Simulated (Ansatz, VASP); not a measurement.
**Two plane-wave programs on ZnO**

File POSCAR:

```
ZnO
1.0
    3.4503627135      0.0000000000      0.0000000000
   -1.7251813568      2.9881017621      0.0000000000
    0.0000000000      0.0000000000      4.5219029401
Zn O
2 2
Direct
    0.3333333333      0.6666666667      0.2500000000
    0.6666666667      0.3333333333      0.7500000000
    0.6666666667      0.3333333333      0.2500000000
    0.3333333333      0.6666666667      0.7500000000
```

The input INCAR.step1:

```
ALGO = Normal
EDIFF = 1E-4
ENCUT = 520
GGA = PE
ISMEAR = 0
LASPH = True
LCHARG = False
LREAL = False
LWAVE = True
NBANDS = 26
NELM = 80
PREC = Accurate
SIGMA = 0.01
```

INCAR.step2

```
ALGO = Normal
EDIFF = 1E-7
ENCUT = 520
ISIF = 2
ISMEAR = 0
ISTART = 1
LASPH = True
LCHARG = False
LMIXTAU = True
LREAL = False
LWAVE = False
METAGGA = R2SCAN
NBANDS = 26
NELM = 80
PREC = Accurate
SIGMA = 0.01
```

The input KPOINTS:

```
k-points
0
Gamma
  9 9 6
```

Input for Ansatz:

```yaml
crystal:
  lattice:
    - [3.4503627135, 0.0, 0.0]
    - [-1.7251813568, 2.9881017621, 0.0]
    - [0.0, 0.0, 4.5219029401]
  atoms:
    - { symbol: Zn, position: [0.3333333333, 0.6666666667, 0.25] }
    - { symbol: Zn, position: [0.6666666667, 0.3333333333, 0.75] }
    - { symbol: O, position: [0.6666666667, 0.3333333333, 0.25] }
    - { symbol: O, position: [0.3333333333, 0.6666666667, 0.75] }
kpoints:
  mp_grid: { grid: [9, 9, 6] }
hamiltonian:
  xc: r2scan
scf:
  occupations: { method: fixed }
  n_extra_bands: 5
output:
  forces: true
  stress: true
  eigenvalues: true
```

Alike in both runs: task single point; functional r2SCAN; k mesh 9 × 9 × 6; no spin polarisation.

```csv
,VASP,Ansatz
version,VASP 6.6.1,Ansatz 0.2.0
potentials or method,"VASP PAW PBE potentials, release 64 (Zn, O)","plane waves, PAW"
plane-wave cutoff (eV),520,500
occupations,"gaussian, width 0.01 eV",fixed
valence electrons in the cell,36,36
```

Ansatz gave:

* gap on the k mesh at the Fermi level (eV): 1.40
* pressure (GPa): -4.4
* traceless stress, the component that is largest in VASP (GPa): 0.70

Which values does VASP return?

gap on the k mesh at the Fermi level (eV): 1.39; pressure (GPa): -3.4; traceless stress, the component that is largest in VASP (GPa): 0.55.

VASP's potentials were made for PBE, not for r2SCAN.
